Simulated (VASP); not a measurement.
CuSb2, 3 atoms in the cell. It takes space group P-3m1 (No. 164, trigonal). The conventional cell has a = 3.981 Å, b = 3.981 Å, c = 4.885 Å, α = 90.00°, β = 90.00°, γ = 120.00°. Within 3.5 Å of Cu (site symmetry -3m) lie 6 Sb at 2.63 Å. Sb (site symmetry 3m) has 3 Cu at 2.63 Å and 6 Sb at 3.27 to 3.44 Å within 3.5 Å. 

- Program: VASP 6.6.1
- Task: relaxation of shape and atoms at fixed volume
- Functional: PBE
- Potentials or basis: VASP PAW PBE potentials, release 64 (Cu, Sb)
- Cutoff: 600 eV
- k mesh: 10 × 10 × 8
- Occupations: gaussian, width 0.05 eV
- Spin: no spin polarisation
- Dipole correction: no
- Further INCAR settings: ALGO = Normal; EDIFF = 1e-07; IBRION = 2; EDIFFG = -0.01; NSW = 60; ISIF = 4

Potentials or basis: VASP PAW PBE potentials, release 64 (Cu, Sb).

Command:

```bash
$ cat potpaw_PBE.64/Cu/POTCAR potpaw_PBE.64/Sb/POTCAR > POTCAR
$ mpirun -np 1 vasp_std > vasp.out
```

Hardware: 1 thread of Intel(R) Xeon(R) 6975P-C (Granite Rapids), on a shared host.

**Question.** How long does it take, and how much memory?

**Answer.** Wall time 72 s on 1 thread of Intel(R) Xeon(R) 6975P-C (Granite Rapids), with other jobs on the host, peak memory 0.29 GiB. Counts: scf iterations 31, k points 94, ion steps 3.
